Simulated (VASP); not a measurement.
Ti4H3, 7 atoms in the cell. It takes space group P-42m (No. 111, tetragonal). Conventional cell: a = 4.221 Å, b = 4.221 Å, c = 4.369 Å, α = 90.00°, β = 90.00°, γ = 90.00°. Within 2.5 Å of Ti (site symmetry m) lie 3 H at 1.85 to 1.90 Å. H (site symmetry -42m) has 4 Ti at 1.90 Å and 2 H at 2.18 Å within 2.5 Å. Within 2.5 Å of H (site symmetry -42m) lie 4 Ti at 1.85 Å and 2 H at 2.18 Å. H (site symmetry -42m) has 4 Ti at 1.85 Å within 2.5 Å. 

| Item | Value |
| --- | --- |
| Program | VASP 6.6.1 |
| Task | single point |
| Functional | r2SCAN |
| Potentials or basis | VASP PAW PBE potentials, release 64 (Ti_sv, H) |
| Cutoff | 520 eV |
| k mesh | 4 × 4 × 4 |
| Occupations | gaussian, width 0.1 eV |
| Spin | no spin polarisation |
| Dipole correction | no |
| Further INCAR settings | ALGO = Normal; EDIFF = 1e-07; NBANDS = 34 |

Potentials or basis: VASP PAW PBE potentials, release 64 (Ti_sv, H).

Launch:

```sh
$ cat potpaw_PBE.64/Ti_sv/POTCAR potpaw_PBE.64/H/POTCAR > POTCAR
$ cp INCAR.step1 INCAR
$ mpirun -np 1 vasp_std > vasp.out
$ cp INCAR.step2 INCAR
$ mpirun -np 1 vasp_std > vasp.out
```

Hardware: 1 thread of Intel(R) Xeon(R) 6975P-C (Granite Rapids), with other jobs on the host.

**Question.** Estimate the wall time of this run.

**Answer.** It took 73 s on 1 thread of Intel(R) Xeon(R) 6975P-C (Granite Rapids) (shared host), peak memory 0.2 GiB. Counts: k points 18.
